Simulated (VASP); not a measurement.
Wanted: the native input for a VASP 6.6.1 run.

```
Task                   : single point
Functional             : PBE
Potentials or basis    : VASP PAW PBE potentials, release 64 (Hf_pv, B)
Cutoff                 : 520 eV
k mesh                 : 12 × 12 × 10
Occupations            : gaussian, width 0.1 eV
Spin                   : no spin polarisation
Dipole correction      : no
Further INCAR settings : ALGO = Normal; EDIFF = 1e-06; NBANDS = 21
```

The structure of HfB lies in POSCAR:

```
HfB
1.0
    2.5256587282      2.5256587282      0.0000000000
   -2.5256587282      2.5256587282      0.0000000000
    0.0000000000      0.0000000000      4.7032841006
Hf B
2 2
Direct
    0.5000000000      0.5000000000      0.0000000000
    0.0000000000      0.0000000000      0.5000000000
    0.0000000000      0.0000000000      0.0000000000
    0.5000000000      0.5000000000      0.5000000000
```

This cell differs from its parent crystal: biaxial strain in the a-b plane: +4.5 %.

The input as run:

INCAR

```
SYSTEM = HfB
  PREC = Accurate
  ENCUT = 520
  EDIFF = 1E-6
  ISMEAR = 0
  SIGMA = 0.1
  LREAL = .FALSE.
  LASPH = .TRUE.
  NELM = 80
  ALGO = Normal
  ISIF = 2
  LWAVE = .FALSE.
  LCHARG = .FALSE.
  GGA = PE
  NBANDS = 21
```

KPOINTS

```
regular mesh
0
G
  12 12 10
  0 0 0
```

Potentials or basis: VASP PAW PBE potentials, release 64 (Hf_pv, B).

Launch:

```sh
$ cat potpaw_PBE.64/Hf_pv/POTCAR potpaw_PBE.64/B/POTCAR > POTCAR
$ mpirun -np 1 vasp_std > vasp.out
```

Results of the run:

```yaml
Pressure: -7.8 GPa
Band_gap_on_the_k_mesh: zero (band 13 reaches 5.85 eV, above the bottom of band 14 at 2.45 eV)
```

Caveat: the cell differs from its parent crystal (biaxial strain in the a-b plane: +4.5 %); spin-orbit coupling is left out, which moves the levels of the heavy elements.

It took 79 s on 1 thread of Intel(R) Xeon(R) 6975P-C (Granite Rapids), on a shared host, peak memory 0.31 GiB.
